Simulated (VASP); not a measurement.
# CO2 (I-42d) in VASP: a series of runs, part 2 of 2

VASP 6.6.1. The steps go on from the part before.

## Step 5: Relaxation of shape and atoms at fixed volume, PBE (7.68 Å³/atom)

This run uses another cell than the first one, of 7.68 Å³/atom.

Contents of INCAR:

```
SYSTEM = CO2
PREC     = Accurate       ! precision mode
ENCUT    = 600            ! plane-wave cutoff, eV
EDIFF    = 1E-6           ! SCF threshold, eV
ISMEAR   = 0              ! smearing method
SIGMA    = 0.05           ! smearing width, eV
LREAL    = .FALSE.        ! projectors in reciprocal space
LASPH    = .TRUE.         ! aspherical terms in the spheres
NELM     = 100            ! most SCF steps
ALGO     = Normal         ! electronic algorithm
ISIF     = 4              ! what is computed and relaxed
LWAVE    = .FALSE.        ! write WAVECAR
LCHARG   = .FALSE.        ! write CHGCAR
GGA      = PE             ! functional
IBRION   = 2              ! ionic algorithm
NSW      = 60             ! ionic steps
EDIFFG   = -0.01          ! ionic threshold
```

Contents of KPOINTS:

```
regular mesh
0
G
  10 10 10
  0 0 0
```

Contents of POSCAR:

```
CO2
1.0
   -1.9691083485      1.9691083485      2.9712894791
    1.9691083485     -1.9691083485      2.9712894791
    1.9691083485      1.9691083485     -2.9712894791
C O
2 4
Direct
    0.0000000000      0.0000000000      0.0000000000
    0.7500000000      0.2500000000      0.5000000000
    0.3750000000      0.2893122308      0.4143122308
    0.7106877692      0.1250000000      0.0856877692
    0.8750000000      0.9606877692      0.5856877692
    0.0393122308      0.6250000000      0.9143122308
```

Potentials or basis: VASP PAW PBE potentials, release 64 (C, O).

On the command line:

```sh
$ cat potpaw_PBE.64/C/POTCAR potpaw_PBE.64/O/POTCAR > POTCAR
$ mpirun -np 1 vasp_std > vasp.out
```

OUTCAR:

```text
SYSTEM = CO2
   PREC = Accurate
   ENCUT = 600
   EDIFF = 1E-6
   ISMEAR = 0
   LREAL = .FALSE.
   LASPH = .TRUE.
   NELM = 100
   ISIF = 4
   GGA = PE
   IBRION = 2
   NSW = 60
   EDIFFG = -0.01

 ion  position               nearest neighbor table
   1  0.000  0.000  0.000-   3 1.39   4 1.39   5 1.39   6 1.39
   2  0.750  0.250  0.500-   3 1.39   4 1.39   5 1.39   6 1.39
   3  0.375  0.289  0.414-   1 1.39   2 1.39
   4  0.711  0.125  0.086-   1 1.39   2 1.39
   5  0.875  0.961  0.586-   1 1.39   2 1.39
   6  0.039  0.625  0.914-   1 1.39   2 1.39

  LATTYP: Found a body centered tetragonal cell.
 ALAT       =     3.9382166970
 C/A-ratio  =     1.5089517453

  Lattice vectors:

 A1 = (  -1.9691083485,   1.9691083485,   2.9712894791)
 A2 = (   1.9691083485,  -1.9691083485,   2.9712894791)
 A3 = (   1.9691083485,   1.9691083485,  -2.9712894791)

Analysis of symmetry for initial positions (statically):
=====================================================================
 Subroutine PRICEL returns:
 Original cell was already a primitive cell.

 Routine SETGRP: Setting up the symmetry group for a
 body centered tetragonal supercell.

 Subroutine GETGRP returns: Found  8 space group operations
 (whereof  4 operations were pure point group operations)
 out of a pool of 16 trial point group operations.

The static configuration has the point symmetry S_4 .
 The point group associated with its full space group is D_2d.

Analysis of symmetry for dynamics (positions and initial velocities):
=====================================================================
 Subroutine PRICEL returns:
 Original cell was already a primitive cell.

 Routine SETGRP: Setting up the symmetry group for a
 body centered tetragonal supercell.

 Subroutine GETGRP returns: Found  8 space group operations
 (whereof  4 operations were pure point group operations)
 out of a pool of 16 trial point group operations.

The dynamic configuration has the point symmetry S_4 .
 The point group associated with its full space group is D_2d.

 Subroutine INISYM returns: Found  8 space group operations
 (whereof  4 operations are pure point group operations),
 and found     1 'primitive' translations

----------------------------------------------------------------------------------------

                                     Primitive cell

  volume of cell :      46.0834

  direct lattice vectors                    reciprocal lattice vectors
    -1.969108349  1.969108349  2.971289479     0.000000000  0.253922036  0.168277108
     1.969108349 -1.969108349  2.971289479     0.253922036  0.000000000  0.168277108
     1.969108349  1.969108349 -2.971289479     0.253922036  0.253922036  0.000000000

  length of vectors
     4.072264302  4.072264302  4.072264302     0.304620395  0.304620395  0.359099986

  position of ions in fractional coordinates (direct lattice)
     0.000000000  0.000000000  0.000000000
     0.750000000  0.250000000  0.500000000
     0.375000000  0.289312231  0.414312231
     0.710687769  0.125000000  0.085687769
     0.875000000  0.960687769  0.585687769
     0.039312231  0.625000000  0.914312231

  ion indices of the primitive-cell ions
[... 58 lines left out ...]
  0.300000  0.300000  0.000000      8.000000
  0.400000  0.300000 -0.000000     16.000000
 [... further k-points ...]
   k-points           NKPTS =    102   k-points in BZ     NKDIM =    102   number of bands    NBANDS=     20
   number of dos      NEDOS =    301   number of ions     NIONS =      6
   total plane-waves  NPLWV =  46656
   dimension x,y,z NGX =    36 NGY =   36 NGZ =   36
   dimension x,y,z NGXF=    72 NGYF=   72 NGZF=   72
   ions per type =               2   4
   NGX,Y,Z   is equivalent  to a cutoff of  14.70, 14.70, 14.70 a.u.
   NGXF,Y,Z  is equivalent  to a cutoff of  29.39, 29.39, 29.39 a.u.
 SYSTEM =  CO2
   PREC   = accura    normal or accurate (medium, high low for compatibility)
   ISTART =      0    job   : 0-new  1-cont  2-samecut
   ICHARG =      2    charge: 1-file 2-atom 10-const
   ISPIN  =      1    spin polarized calculation?
   LNONCOLLINEAR =      F non collinear calculations
   LSORBIT =      F    spin-orbit coupling
   LASPH  =      T    aspherical Exc in radial PAW
   ENCUT  =  600.0 eV  44.10 Ry    6.64 a.u.   8.13  8.13  8.13*2*pi/ulx,y,z
   NELM   =    100;   NELMIN=  2; NELMDL= -5     # of ELM steps
   EDIFF  = 0.1E-05   stopping-criterion for ELM
   LREAL  =      F    real-space projection
   EDIFFG = -.1E-01   stopping-criterion for IOM
   NSW    =     60    number of steps for IOM
   IBRION =      2    ionic relax: 0-MD 1-quasi-New 2-CG
   NFREE  =      1    steps in history (QN), initial steepest desc. (CG)
   ISIF   =      4    stress and relaxation
   ISYM   =      2    0-nonsym 1-usesym 2-fastsym
   POTIM  = 0.5000    time-step for ionic-motion
   TEBEG  =    0.0;   TEEND  =   0.0 temperature during run
   PSTRESS=    0.0 pullay stress
   NELECT =      32.0000    total number of electrons
   NUPDOWN=      -1.0000    fix difference up-down
   EMIN   =  10.00;   EMAX   =-10.00  energy-range for DOS
   EFERMI =   0.00;   METHOD = LEGACY
   ISMEAR =     0;   SIGMA  =   0.05  broadening in eV -4-tet -1-fermi 0-gaus
   EFERMI_NEDOS =   21; number of points for ismear=-14 and -15
   IALGO  =     38    algorithm
   IMIX   =      4    mixing-type and parameters
     AMIX     =   0.40;   BMIX     =  1.00
     AMIX_MAG =   1.60;   BMIX_MAG =  1.00
  volume/ion in A,a.u.               =       7.68        51.83
  Fermi-wavevector in a.u.,A,eV,Ry     =   1.449695  2.739527 28.594232  2.101617
  Thomas-Fermi vector in A             =   2.567393
   LORBIT       =      0    0 simple, 1 ext, 2 COOP (PROOUT), +10 PAW based schemes
   GGA     = PE    functional components
   LHFCALC =     F    Hartree Fock is set to
   AEXX    =    0.0000 exact exchange contribution
   IVDW    =     0    specifies the selected vdW correction
   LEPSILON=     F    determine dielectric tensor
   LRPA    =     F    only Hartree local field effects (RPA)
 conjugate gradient relaxation of ions
 non-spin polarized calculation
 Gauss-broadening in eV      SIGMA  =   0.05
  energy-cutoff  :      600.00
  volume of cell :       46.08
 maximum number of plane-waves:      1556
 NGX is ok and might be reduce to    36
   NGX = 17   NGY = 17   NGZ = 17

--------------------------------------- Ionic step        1  -------------------------------------------

 number of electron      31.9999994 magnetization

 Free energy of the ion-electron system (eV)
  ---------------------------------------------------
  ext. energy  EPLUGINS =         0.00000000
  ---------------------------------------------------
  free energy    TOTEN  =       -43.42402825 eV

  energy without entropy =      -43.42402825  energy(sigma->0) =      -43.42402825

------------------------ aborting loop because EDIFF is reached ----------------------------------------

  FORCE on cell =-STRESS in cart. coord.  units (eV):
  Direction    XX          YY          ZZ          XY          YZ          ZX
  --------------------------------------------------------------------------------------
  -------------------------------------------------------------------------------------
  Total        1.8858011      1.8858011      1.6926980      0.0000000      0.0000000      0.0000000
  in kB       65.5635248     65.5635248     58.8499206      0.0000000      0.0000000      0.0000000
  external PRESSURE =      63.3256567 kB  Pullay stress =       0.0000000 kB
[... 147 lines left out ...]
--------------------------------------- Ionic step        5  -------------------------------------------

 number of electron      31.9999994 magnetization

 Free energy of the ion-electron system (eV)
  ---------------------------------------------------
  ext. energy  EPLUGINS =         0.00000000
  ---------------------------------------------------
  free energy    TOTEN  =       -43.43568498 eV

  energy without entropy =      -43.43568498  energy(sigma->0) =      -43.43568498

 E-fermi :   2.6325     XC(G=0): -11.1889

 val. band max:        2.3349375767   @ k =   0.5000  -0.0000   0.0000
 cond. band min:       9.9915343171   @ k =   0.0000   0.0000   0.0000
 fundamental gap:      7.6565967404
 Fermi energy:         2.6325169752

 k-point     1 :       0.0000    0.0000    0.0000
  band No.  band energies     occupation
      1     -21.7316      2.00000
      2     -16.6167      2.00000
      3     -16.6167      2.00000
      4     -15.9319      2.00000
      5     -12.1857      2.00000
      6      -7.3094      2.00000
[... 541 lines left out ...]
     19      11.8506      0.00000
     20      12.3931      0.00000

 [... further k-points ...]

------------------------ aborting loop because EDIFF is reached ----------------------------------------

  FORCE on cell =-STRESS in cart. coord.  units (eV):
  Direction    XX          YY          ZZ          XY          YZ          ZX
  --------------------------------------------------------------------------------------
  -------------------------------------------------------------------------------------
  Total        0.8911623      0.8911623      0.8965278      0.0000000      0.0000000      0.0000000
  in kB       30.9829805     30.9829805     31.1695236      0.0000000      0.0000000      0.0000000
  external PRESSURE =      31.0451615 kB  Pullay stress =       0.0000000 kB
[... 21 lines left out ...]
  FREE ENERGIE OF THE ION-ELECTRON SYSTEM (eV)
  ---------------------------------------------------
  free  energy   TOTEN  =       -43.4356849768 eV

  energy  without entropy=      -43.4356849768  energy(sigma->0) =      -43.43568498

 reached required accuracy - stopping structural energy minimisation
```

Wall time 2.2 min (1 thread of Intel Xeon 6975P-C (Granite Rapids), shared host); peak memory 0.25 GiB.

What came out:

```yaml
Free_energy: -43.4357 eV
Energy_gained_by_relaxing: 1.9 meV/atom
Ionic_steps: 5
Pressure_after_relaxing: 3.1 GPa
Band_gap_on_the_k_mesh: 7.66 eV (least direct gap 8.06 eV)
```

The path:
| step | energy change (eV) | largest force (eV/Å) | pressure (GPa) | volume (Å³) |
| --- | --- | --- | --- | --- |
| 1 | 0.0000 | 0.3587 | 6.33 | 46.08 |
| 2 | -0.0103 | 0.0579 | 2.87 | 46.08 |
| 3 | -0.0106 | 0.0044 | 3.41 | 46.08 |
| 4 | -0.0111 | 0.0032 | 3.31 | 46.08 |
| 5 | -0.0117 | 0.0002 | 3.10 | 46.08 |

Final structure:
```
C O
1.0
    -1.96416    1.96416    2.98627
     1.96416   -1.96416    2.98627
     1.96416    1.96416   -2.98627
C O
2 4
Direct
  0.00000 0.00000 0.00000
  0.75000 0.25000 0.50000
  0.37500 0.29361 0.41861
  0.70639 0.12500 0.08139
  0.87500 0.95639 0.58139
  0.04361 0.62500 0.91861
```

Levels at points of the mesh, in eV from the valence-band top:
| k point | band 13 | band 14 | band 15 | band 16 | band 17 | band 18 | band 19 | band 20 |
| --- | --- | --- | --- | --- | --- | --- | --- | --- |
| (0.00, 0.00, 0.00) | -1.26 | -0.84 | -0.84 | -0.41 | 7.66 | 9.24 | 9.33 | 9.33 |
| (0.50, 0.00, 0.00) | -1.67 | -1.37 | -0.41 | 0.00 | 8.28 | 9.52 | 9.66 | 10.30 |
| (0.50, 0.50, 0.00) | -0.62 | -0.62 | -0.53 | -0.53 | 8.93 | 8.93 | 9.92 | 9.92 |
| (0.50, 0.50, 0.50) | -2.84 | -2.84 | -0.02 | -0.02 | 8.86 | 8.86 | 10.70 | 10.70 |

A k mesh can miss the band edges. PBE gaps usually lie below the measured ones, often by a third to a half.

## Step 6: The runs side by side

```csv
task,potentials or basis,cell,k mesh,cutoff (eV),gap on the mesh (eV),pressure (GPa),largest force (eV/Å)
single point,"VASP PAW PBE potentials, release 64 (C_h, O_h)","a = 4.100 Å, angles 122.2, 122.2, 86.3°, 6 atoms, atomic positions A","10 × 10 × 10, shifted",910,7.74,-0.6,0.01
single point,"VASP PAW PBE potentials, release 64 (C, O)","a = 4.100 Å, angles 122.2, 122.2, 86.3°, 6 atoms, atomic positions A",12 × 12 × 12,520,7.64,1.4,0.08
relaxation of shape and atoms at fixed volume,"VASP PAW PBE potentials, release 64 (C, O)","relaxed from a = 4.049 Å, angles 122.4, 122.4, 86.0°, 6 atoms, atomic positions B",10 × 10 × 10,600,7.68,6.3,-
relaxation of shape and atoms at fixed volume,"VASP PAW PBE potentials, release 64 (C, O)","relaxed from a = 4.072 Å, angles 122.2, 122.2, 86.3°, 6 atoms, atomic positions A",10 × 10 × 10,600,7.66,3.1,-
```

Alike in all rows: level PBE; no spin polarisation; smearing gaussian 0.05 eV.

Caveats: a shifted mesh leaves out Γ, where band edges can lie (at least some runs).

Total energies depend on the potentials used, so only differences within one code and one set of settings carry meaning.
